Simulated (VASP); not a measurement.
Si3C2: relaxation of cell and atoms with PBE

Si3C2:

```xyz
5
Lattice="4.1452 0.0000 0.0000 -2.0726 3.5898 0.0000 0.0000 0.0000 5.6701" Properties=species:S:1:pos:R:3 pbc="T T T"
Si    0.9426    0.0000    0.0000
Si   -0.4713    0.8163    0.0000
Si    1.6013    2.7735    0.0000
C     0.0000    2.3932    2.8351
C     2.0726    1.1966    2.8351
```

The cell was generated, and may not be a known phase.

```json
{
 "Program": "VASP 6.6.1",
 "Task": "relaxation of cell and atoms",
 "Functional": "PBE",
 "Potentials or basis": "VASP PAW PBE potentials, release 64 (Si, C)",
 "Cutoff": "600 eV",
 "k mesh": "6 × 6 × 4",
 "Occupations": "gaussian, width 0.1 eV",
 "Spin": "no spin polarisation",
 "Dipole correction": "no",
 "Further INCAR settings": "ALGO = Normal; EDIFF = 1e-07; IBRION = 2; EDIFFG = -0.04; NSW = 90; ISIF = 3"
}
```

```yaml
Relaxed_volume: 10.79 Å³/atom
Relaxed_cell: a = 4.749 Å, b = 4.749 Å, c = 2.761 Å, α = 90.00°, β = 90.00°, γ = 120.00°
Space_group_after_relaxing_to_0.1_Å: P-62m (No. 189)
Energy_gained_by_relaxing: 4957.3 meV/atom
Ionic_steps: 44
Pressure_after_relaxing: 0.3 GPa
Largest_force_after_relaxing: 0.018 eV/Å
Band_gap_on_the_k_mesh: zero (bands 10 and 11 overlap by 4.77 eV)
```

Forces on the atoms (eV/Å):
```
Si   0.018  0.000  0.000
Si  -0.009  0.015  0.000
Si  -0.009 -0.015  0.000
C    0.000  0.000  0.000
C    0.000  0.000  0.000
```

Stress tensor (GPa, compression positive):
```
0.20 0.00 0.00
0.00 0.20 0.00
0.00 0.00 0.55
```

The path:
```
step  energy change (eV)  largest force (eV/Å)  pressure (GPa)  volume (Å³)
   1              0.0000               42.0381           58.45        84.37
   3             -9.5603                0.0585          -12.83       169.29
   5            -14.9221                0.2585          -12.58       122.09
   7            -15.8835                0.3647           -6.21        97.69
   9            -16.4738                0.7101           -6.97        87.62
  11            -16.5925                0.2176           -7.31        85.18
  13            -16.6089                0.0126           -7.45        84.58
  15            -16.6115                0.0510           -7.43        84.42
  17            -16.6120                0.0677           -7.42        84.39
  19            -16.6121                0.0718           -7.42        84.38
  21            -18.2656                1.4153           16.33        57.41
  23            -18.8952                1.1684           20.88        53.75
  25            -19.7630                3.0019          131.77        36.24
  27            -21.0349                2.1047           69.36        40.92
  29            -21.9452                1.7517           85.72        39.34
  31            -22.5396                1.4692           69.02        40.65
  33            -24.6080                0.7234            5.98        50.32
  35            -24.6258                0.8842            1.48        51.62
  37            -24.6822                0.6946            0.66        52.12
  39            -24.7344                0.1061           -2.04        54.43
  41            -24.7781                0.0448           -0.14        53.70
  43            -24.7857                0.0000            0.84        53.72
  44            -24.7864                0.0176            0.32        53.93
```

Final structure:
```
Si C
1.0
     4.74873    0.00000    0.00000
    -2.37436    4.11252    0.00000
     0.00000    0.00000    2.76127
Si C
3 2
Direct
  0.35806 0.00000 0.00000
  0.00000 0.35806 0.00000
  0.64194 0.64194 0.00000
  0.33333 0.66667 0.50000
  0.66667 0.33333 0.50000
```

Levels at points of the mesh, in eV from the Fermi level:
| k point | band 6 | band 7 | band 8 | band 9 | band 10 | band 11 | band 12 | band 13 | band 14 |
| --- | --- | --- | --- | --- | --- | --- | --- | --- | --- |
| (0.00, 0.00, 0.00) | -6.64 | -5.48 | -3.04 | -0.78 | 2.33 | 2.47 | 2.47 | 6.97 | 7.32 |
| (0.50, 0.00, 0.00) | -3.60 | -3.11 | -2.39 | -1.68 | -0.45 | 0.77 | 3.04 | 3.70 | 5.24 |
| (0.00, 0.00, 0.50) | -6.42 | -2.94 | -2.94 | -2.70 | -2.70 | -2.44 | -1.95 | -1.95 | 0.99 |
| (0.50, 0.00, 0.50) | -5.57 | -5.48 | -4.51 | -2.25 | -1.05 | 0.90 | 2.10 | 2.52 | 2.87 |

Run time: 11 min on 1 thread of Intel(R) Xeon(R) Platinum 8488C (Sapphire Rapids) (shared host), peak memory 0.26 GiB.

Caveat: the volume moved by over 15 % at a fixed basis, so the end points are rough.
